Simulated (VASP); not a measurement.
# W (Im-3m) in VASP: notebook

The runs below take W through single point, with r2SCAN.

Everything below comes from runs of VASP 6.6.1. Logs are shortened: lines on timing, memory, paths and dates and some standing lists are left out, and cuts for length are marked.

## 1. The cell of the first run

The structure is cubic, space group Im-3m (No. 229). Conventional cell: a = 3.165 Å, b = 3.165 Å, c = 3.165 Å, α = 90.00°, β = 90.00°, γ = 90.00°. Within 3.6 Å of W (site symmetry m-3m) lie 14 W at 2.74 to 3.16 Å.

## 2. Single point, r2SCAN

Input file POSCAR:

```
W
1.0
   -1.5823450000      1.5823450000      1.5823450000
    1.5823450000     -1.5823450000      1.5823450000
    1.5823450000      1.5823450000     -1.5823450000
W
1
Direct
    0.0000000000      0.0000000000      0.0000000000
```

Input file INCAR.step1:

```
SYSTEM = W
PREC     = Accurate       ! precision mode
ENCUT    = 520            ! plane-wave cutoff, eV
ISMEAR   = 1              ! smearing method
SIGMA    = 0.25           ! smearing width, eV
LREAL    = .FALSE.        ! projectors in reciprocal space
LASPH    = .TRUE.         ! aspherical terms in the spheres
NELM     = 80             ! most SCF steps
NBANDS   = 13             ! bands
GGA      = PE             ! functional
ALGO     = Normal         ! electronic algorithm
EDIFF    = 1E-4           ! SCF threshold, eV
LWAVE    = .TRUE.         ! write WAVECAR
LCHARG   = .FALSE.        ! write CHGCAR
```

Input file INCAR.step2:

```
SYSTEM = W
PREC     = Accurate       ! precision mode
ENCUT    = 520            ! plane-wave cutoff, eV
EDIFF    = 1E-6           ! SCF threshold, eV
ISMEAR   = 1              ! smearing method
SIGMA    = 0.25           ! smearing width, eV
LREAL    = .FALSE.        ! projectors in reciprocal space
LASPH    = .TRUE.         ! aspherical terms in the spheres
NELM     = 80             ! most SCF steps
ALGO     = Normal         ! electronic algorithm
ISIF     = 2              ! what is computed and relaxed
LWAVE    = .FALSE.        ! write WAVECAR
LCHARG   = .FALSE.        ! write CHGCAR
METAGGA  = R2SCAN         ! meta-GGA
LMIXTAU  = .TRUE.       
NBANDS   = 13             ! bands
ISTART   = 1
```

Input file KPOINTS:

```
regular mesh
0
G
  13 13 13
  0 0 0
```

Potentials or basis: VASP PAW PBE potentials, release 64 (W_sv).

Launch:

```
> cat potpaw_PBE.64/W_sv/POTCAR > POTCAR
> cp INCAR.step1 INCAR
> mpirun -np 1 vasp_std > vasp.out
> cp INCAR.step2 INCAR
> mpirun -np 1 vasp_std > vasp.out
```

OUTCAR:

```text
SYSTEM = W
   PREC = Accurate
   ENCUT = 520
   EDIFF = 1E-6
   ISMEAR = 1
   LREAL = .FALSE.
   LASPH = .TRUE.
   NELM = 80
   ISIF = 2
   METAGGA = R2SCAN
   ISTART = 1

 ion  position               nearest neighbor table
   1  0.000  0.000  0.000-

  LATTYP: Found a body centered cubic cell.
 ALAT       =     3.1646900000

  Lattice vectors:

 A1 = (  -1.5823450000,   1.5823450000,   1.5823450000)
 A2 = (   1.5823450000,  -1.5823450000,   1.5823450000)
 A3 = (   1.5823450000,   1.5823450000,  -1.5823450000)

Analysis of symmetry for initial positions (statically):
=====================================================================
 Subroutine PRICEL returns:
 Original cell was already a primitive cell.

 Routine SETGRP: Setting up the symmetry group for a
 body centered cubic supercell.

 Subroutine GETGRP returns: Found 48 space group operations
 (whereof 48 operations were pure point group operations)
 out of a pool of 48 trial point group operations.

The static configuration has the point symmetry O_h .

Analysis of symmetry for dynamics (positions and initial velocities):
=====================================================================
 Subroutine PRICEL returns:
 Original cell was already a primitive cell.

 Routine SETGRP: Setting up the symmetry group for a
 body centered cubic supercell.

 Subroutine GETGRP returns: Found 48 space group operations
 (whereof 48 operations were pure point group operations)
 out of a pool of 48 trial point group operations.

The dynamic configuration has the point symmetry O_h .

 Subroutine INISYM returns: Found 48 space group operations
 (whereof 48 operations are pure point group operations),
 and found     1 'primitive' translations

----------------------------------------------------------------------------------------

                                     Primitive cell

  volume of cell :      15.8476

  direct lattice vectors                    reciprocal lattice vectors
    -1.582345000  1.582345000  1.582345000     0.000000000  0.315986716  0.315986716
     1.582345000 -1.582345000  1.582345000     0.315986716  0.000000000  0.315986716
     1.582345000  1.582345000 -1.582345000     0.315986716  0.315986716  0.000000000

  length of vectors
     2.740701935  2.740701935  2.740701935     0.446872699  0.446872699  0.446872699

  position of ions in fractional coordinates (direct lattice)
     0.000000000  0.000000000  0.000000000

  ion indices of the primitive-cell ions
   primitive index   ion index
                 1           1

----------------------------------------------------------------------------------------

 KPOINTS: regular mesh

Automatic generation of k-mesh.
 Grid dimensions read from file:
 generate k-points for:   13   13   13

 Generating k-lattice:

  Cartesian coordinates                     Fractional coordinates (reciprocal lattice)
     0.000000000  0.024306670  0.024306670     0.076923077  0.000000000  0.000000000
     0.024306670  0.000000000  0.024306670     0.000000000  0.076923077  0.000000000
     0.024306670  0.024306670  0.000000000     0.000000000  0.000000000  0.076923077

  Length of vectors
     0.034374823  0.034374823  0.034374823

  Shift w.r.t. Gamma in fractional coordinates (k-lattice)
     0.000000000  0.000000000  0.000000000

 Subroutine IBZKPT returns following result:
 ===========================================

 Found     84 irreducible k-points:

 Following reciprocal coordinates:
            Coordinates               Weight
  0.000000  0.000000  0.000000      1.000000
  0.076923  0.000000  0.000000     12.000000
  0.153846  0.000000  0.000000     12.000000
  0.230769  0.000000  0.000000     12.000000
  0.307692  0.000000  0.000000     12.000000
  0.384615  0.000000  0.000000     12.000000
[... 16 lines left out ...]
  0.153846  0.076923  0.076923     24.000000
  0.230769  0.076923  0.076923     24.000000
 [... further k-points ...]
   k-points           NKPTS =     84   k-points in BZ     NKDIM =     84   number of bands    NBANDS=     13
   number of dos      NEDOS =    301   number of ions     NIONS =      1
   total plane-waves  NPLWV =   8000
   dimension x,y,z NGX =    20 NGY =   20 NGZ =   20
   dimension x,y,z NGXF=    40 NGYF=   40 NGZF=   40
   ions per type =               1
   NGX,Y,Z   is equivalent  to a cutoff of  12.13, 12.13, 12.13 a.u.
   NGXF,Y,Z  is equivalent  to a cutoff of  24.26, 24.26, 24.26 a.u.
 SYSTEM =  W
   PREC   = accura    normal or accurate (medium, high low for compatibility)
   ISTART =      1    job   : 0-new  1-cont  2-samecut
   ICHARG =      0    charge: 1-file 2-atom 10-const
   ISPIN  =      1    spin polarized calculation?
   LNONCOLLINEAR =      F non collinear calculations
   LSORBIT =      F    spin-orbit coupling
   LASPH  =      T    aspherical Exc in radial PAW
   ENCUT  =  520.0 eV  38.22 Ry    6.18 a.u.   5.10  5.10  5.10*2*pi/ulx,y,z
   NELM   =     80;   NELMIN=  2; NELMDL=  0     # of ELM steps
   EDIFF  = 0.1E-05   stopping-criterion for ELM
   LREAL  =      F    real-space projection
   EDIFFG = 0.1E-04   stopping-criterion for IOM
   NSW    =      0    number of steps for IOM
   IBRION =     -1    ionic relax: 0-MD 1-quasi-New 2-CG
   NFREE  =      0    steps in history (QN), initial steepest desc. (CG)
   ISIF   =      2    stress and relaxation
   ISYM   =      2    0-nonsym 1-usesym 2-fastsym
   POTIM  = 0.5000    time-step for ionic-motion
   TEBEG  =    0.0;   TEEND  =   0.0 temperature during run
   PSTRESS=    0.0 pullay stress
   NELECT =      14.0000    total number of electrons
   NUPDOWN=      -1.0000    fix difference up-down
   EMIN   =  10.00;   EMAX   =-10.00  energy-range for DOS
   EFERMI =   0.00;   METHOD = LEGACY
   ISMEAR =     1;   SIGMA  =   0.25  broadening in eV -4-tet -1-fermi 0-gaus
   EFERMI_NEDOS =   21; number of points for ismear=-14 and -15
   IALGO  =     38    algorithm
   IMIX   =      4    mixing-type and parameters
     AMIX     =   0.40;   BMIX     =  1.00
     AMIX_MAG =   1.60;   BMIX_MAG =  1.00
  volume/ion in A,a.u.               =      15.85       106.94
  Fermi-wavevector in a.u.,A,eV,Ry     =   1.570832  2.968442 33.572544  2.467512
  Thomas-Fermi vector in A             =   2.672506
   LORBIT       =      0    0 simple, 1 ext, 2 COOP (PROOUT), +10 PAW based schemes
   METAGGA = R2SCAN    functional components
   LHFCALC =     F    Hartree Fock is set to
   AEXX    =    0.0000 exact exchange contribution
   IVDW    =     0    specifies the selected vdW correction
   LEPSILON=     F    determine dielectric tensor
   LRPA    =     F    only Hartree local field effects (RPA)
 non-spin polarized calculation
 Methfessel and Paxton  Order N= 1 SIGMA  =   0.25
  energy-cutoff  :      520.00
  volume of cell :       15.85
 maximum number of plane-waves:       438
   NGX = 11   NGY = 11   NGZ = 11

 number of electron      14.0000004 magnetization

 Free energy of the ion-electron system (eV)
  ---------------------------------------------------
  ext. energy  EPLUGINS =         0.00000000
  ---------------------------------------------------
  free energy    TOTEN  =       -51.36465235 eV

  energy without entropy =      -51.36668739  energy(sigma->0) =      -51.36533070

 E-fermi :  11.3179     XC(G=0): -14.9605

 val. band max:       11.1538213032   @ k =  -0.3077   0.3077   0.2308
 cond. band min:      11.3258903937   @ k =   0.4615   0.0769   0.0000
 fundamental gap:      0.1720690906
 Fermi energy:        11.3178513340

 k-point     1 :       0.0000    0.0000    0.0000
  band No.  band energies     occupation
      1     -64.8161      2.00000
      2     -27.6757      2.00000
      3     -27.6757      2.00000
      4     -27.6757      2.00000
      5       1.1630      2.00000
      6      10.0120      2.00000
      7      10.0120      2.00000
      8      10.0120      2.00000
      9      13.8588     -0.00000
     10      13.8588     -0.00000
     11      26.5537      0.00000
     12      26.5537      0.00000
     13      26.5537      0.00000

 k-point     2 :       0.0769    0.0000    0.0000
  band No.  band energies     occupation
      1     -64.8075      2.00000
      2     -27.7610      2.00000
      3     -27.7021      2.00000
      4     -27.6762      2.00000
      5       1.4608      2.00000
      6       9.8299      2.00000
      7       9.9645      2.00000
      8      10.2995      2.00000
      9      13.5760     -0.00000
     10      13.8586     -0.00000
     11      26.8012      0.00000
     12      27.0616      0.00000
     13      27.2580      0.00000

 k-point     3 :       0.1538    0.0000    0.0000
  band No.  band energies     occupation
      1     -64.7837      2.00000
      2     -27.9925      2.00000
      3     -27.7745      2.00000
      4     -27.6774      2.00000
      5       2.2880      2.00000
      6       9.3611      2.00000
      7       9.7444      2.00000
      8      11.1431      1.91911
      9      13.1384     -0.00000
     10      13.8856     -0.00000
     11      27.2699      0.00000
     12      28.5001      0.00000
     13      28.7215      0.00000
[... 305 lines left out ...]
 k-point    23 :       0.1538    0.0769    0.0769
  band No.  band energies     occupation
      1     -64.7392      2.00000
      2     -28.4118      2.00000
      3     -27.8430      2.00000
      4     -27.7434      2.00000
      5       3.9148      2.00000
      6       8.5658      2.00000
      7       8.7502      2.00000
      8      13.3757     -0.00000
      9      13.6025     -0.00000
     10      13.9200     -0.00000
     11      27.7837      0.00000
     12      28.7736      0.00000
     13      29.3649      0.00000

 k-point    24 :       0.2308    0.0769    0.0769
  band No.  band energies     occupation
      1     -64.7067      2.00000
      2     -28.6613      2.00000
      3     -27.9777      2.00000
      4     -27.7514      2.00000
      5       4.9410      2.00000
      6       8.0610      2.00000
      7       8.7506      2.00000
      8      13.5564     -0.00000
      9      14.2630     -0.00000
     10      15.4234     -0.00000
     11      26.3442      0.00000
     12      26.7131      0.00000
     13      30.6804      0.00000

 [... further k-points ...]

------------------------ aborting loop because EDIFF is reached ----------------------------------------

  FORCE on cell =-STRESS in cart. coord.  units (eV):
  Direction    XX          YY          ZZ          XY          YZ          ZX
  --------------------------------------------------------------------------------------
  -------------------------------------------------------------------------------------
  Total        0.2092414      0.2092414      0.2092414      0.0000000      0.0000000     -0.0000000
  in kB       21.1541058     21.1541058     21.1541058      0.0000000      0.0000000     -0.0000000
  external PRESSURE =      21.1541058 kB  Pullay stress =       0.0000000 kB

 VOLUME and BASIS-vectors are now :
 -----------------------------------------------------------------------------
  energy-cutoff  :      520.00
  volume of cell :       15.85
      direct lattice vectors                 reciprocal lattice vectors
    -1.582345000  1.582345000  1.582345000     0.000000000  0.315986716  0.315986716
     1.582345000 -1.582345000  1.582345000     0.315986716  0.000000000  0.315986716
     1.582345000  1.582345000 -1.582345000     0.315986716  0.315986716  0.000000000

 POSITION                                       TOTAL-FORCE (eV/Angst)
 -----------------------------------------------------------------------------------
      0.00000      0.00000      0.00000         0.000000      0.000000     -0.000000
 -----------------------------------------------------------------------------------
    total drift:                                0.000000     -0.000000      0.000000

  FREE ENERGIE OF THE ION-ELECTRON SYSTEM (eV)
  ---------------------------------------------------
  free  energy   TOTEN  =       -51.3646523529 eV

  energy  without entropy=      -51.3666873921  energy(sigma->0) =      -51.36533070
```

Wall time 79 s (1 thread of Intel Xeon 8259CL, shared host); peak memory 0.14 GiB.

What came out:

```yaml
Free_energy: -51.3647 eV
Pressure: 2.1 GPa
Band_gap_on_the_k_mesh: zero (band 7 reaches 15.95 eV, above the bottom of band 8 at 10.01 eV)
```

Levels at points of the mesh, in eV from the Fermi level:
| k point | band 3 | band 4 | band 5 | band 6 | band 7 | band 8 | band 9 | band 10 | band 11 | band 12 |
| --- | --- | --- | --- | --- | --- | --- | --- | --- | --- | --- |
| (0.00, 0.00, 0.00) | -38.99 | -38.99 | -10.15 | -1.31 | -1.31 | -1.31 | 2.54 | 2.54 | 15.24 | 15.24 |

Caveat: the PAW data sets were made with another functional, which shifts forces and pressure a little; spin-orbit coupling is left out, which moves the levels of the heavy elements.

## 3. Single point, r2SCAN

POSCAR is that of step 2.

INCAR.step1: that of step 2 with these lines changed.

```diff
@@ -4,6 +4,6 @@
 ISMEAR   = 1              ! smearing method
-SIGMA    = 0.25           ! smearing width, eV
+SIGMA    = 0.15           ! smearing width, eV
 LREAL    = .FALSE.        ! projectors in reciprocal space
 LASPH    = .TRUE.         ! aspherical terms in the spheres
-NELM     = 80             ! most SCF steps
+NELM     = 60             ! most SCF steps
 NBANDS   = 13             ! bands
```

Input file INCAR.step2:

```
SYSTEM = W
PREC     = Accurate       ! precision mode
ENCUT    = 520            ! plane-wave cutoff, eV
EDIFF    = 1E-7           ! SCF threshold, eV
ISMEAR   = 1              ! smearing method
SIGMA    = 0.15           ! smearing width, eV
LREAL    = .FALSE.        ! projectors in reciprocal space
LASPH    = .TRUE.         ! aspherical terms in the spheres
NELM     = 60             ! most SCF steps
ALGO     = Normal         ! electronic algorithm
ISIF     = 2              ! what is computed and relaxed
LWAVE    = .FALSE.        ! write WAVECAR
LCHARG   = .TRUE.         ! write CHGCAR
METAGGA  = R2SCAN         ! meta-GGA
LMIXTAU  = .TRUE.       
LELF     = .TRUE.         ! ELF
LVHAR    = .TRUE.       
NBANDS   = 13             ! bands
ISTART   = 1
```

KPOINTS is that of step 2.

Potentials or basis: VASP PAW PBE potentials, release 64 (W_sv).

Launch:

```
> cat potpaw_PBE.64/W_sv/POTCAR > POTCAR
> cp INCAR.step1 INCAR
> mpirun -np 1 vasp_std > vasp.out
> cp INCAR.step2 INCAR
> mpirun -np 1 vasp_std > vasp.out
```

Run time: 100 s. Hardware: 1 thread of Intel Xeon 8259CL, shared host; peak memory 0.14 GiB.

It converged, with:

```yaml
Free_energy: -51.3652 eV
Pressure: 2.1 GPa
Band_gap_on_the_k_mesh: zero (band 7 reaches 15.95 eV, above the bottom of band 8 at 10.01 eV)
```

Levels at points of the mesh, in eV from the Fermi level:
```tsv
k point	band 5	band 6	band 7	band 8	band 9	band 10
(0.00, 0.00, 0.00)	-10.15	-1.30	-1.30	-1.30	2.54	2.54
```

Caveat: the PAW data sets were made with another functional, which shifts forces and pressure a little; spin-orbit coupling is left out, which moves the levels of the heavy elements.

## 4. Single point, r2SCAN

POSCAR is that of step 3.

Input file INCAR.step1:

```
SYSTEM = W
PREC = Accurate ; ENCUT = 520
ISMEAR = 1 ; SIGMA = 0.1
LREAL = .FALSE. ; LASPH = .TRUE.
NELM = 80 ; NBANDS = 13
GGA = PE ; ALGO = Normal
EDIFF = 1E-4 ; LWAVE = .TRUE.
LCHARG = .FALSE.
```

Input file INCAR.step2:

```
SYSTEM = W
PREC = Accurate ; ENCUT = 520
EDIFF = 1E-6 ; ISMEAR = 1
SIGMA = 0.1 ; LREAL = .FALSE.
LASPH = .TRUE. ; NELM = 80
ALGO = Normal ; ISIF = 2
LWAVE = .FALSE. ; LCHARG = .FALSE.
METAGGA = R2SCAN ; LMIXTAU = .TRUE.
NBANDS = 13 ; ISTART = 1
```

Input file KPOINTS:

```
Automatic mesh
0
G
  13 13 13
  0 0 0
```

Launch:

```
> cat potpaw_PBE.64/W_sv/POTCAR > POTCAR
> cp INCAR.step1 INCAR
> mpirun -np 1 vasp_std > vasp.out
> cp INCAR.step2 INCAR
> mpirun -np 1 vasp_std > vasp.out
```

Wall time 92 s (1 thread of Intel Xeon 8259CL, shared host); peak memory 0.14 GiB.

It converged, with:

| Quantity | Value |
| --- | --- |
| Free energy | -51.3652 eV |
| Pressure | 2.2 GPa |
| Band gap on the k mesh | zero (band 7 reaches 15.95 eV, above the bottom of band 8 at 10.01 eV) |

Levels at points of the mesh, in eV from the Fermi level:
```tsv
k point	band 3	band 4	band 5	band 6	band 7	band 8	band 9	band 10	band 11	band 12
(0.00, 0.00, 0.00)	-39.00	-39.00	-10.16	-1.32	-1.32	-1.32	2.53	2.53	15.23	15.23
```

Caveat: the PAW data sets were made with another functional, which shifts forces and pressure a little; spin-orbit coupling is left out, which moves the levels of the heavy elements.

(Continued in part 2 of 2.)
